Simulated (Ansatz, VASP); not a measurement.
One calculation of AlRu, two programs

```
Al Ru
1.0
     3.00023   -0.15791   -0.15791
    -0.15791    3.00023   -0.15791
    -0.15791   -0.15791    3.00023
Al Ru
1 1
Direct
  0.00000 0.00000 0.00000
  0.50000 0.50000 0.50000
```

Alike in both runs: task single point; functional PBE; k mesh 18 × 18 × 18; occupations gaussian, width 0.15 eV; no spin polarisation.

|  | VASP | Ansatz |
| --- | --- | --- |
| version | VASP 6.6.1 | Ansatz 0.2.0 |
| potentials or method | VASP PAW PBE potentials, release 64 (Al, Ru_pv), cutoff 520 eV | scalar-relativistic, plane waves, PAW |
| valence electrons in the cell | 17 | 19 |

Ansatz gave:

```
gap on the k mesh at the Fermi level (eV)                     : none
pressure (GPa)                                                : 8.8
traceless stress, the component that is largest in VASP (GPa) : 19.62
```

Q: Estimate VASP's values.

A: gap on the k mesh at the Fermi level (eV): none; pressure (GPa): 8.8; traceless stress, the component that is largest in VASP (GPa): 19.64.

A gap of «none» marks a metal or a gap that the smearing closes. VASP's potentials hold 17 valence electrons a cell and Ansatz's 19, so a difference there can come from the potentials and not from the codes.
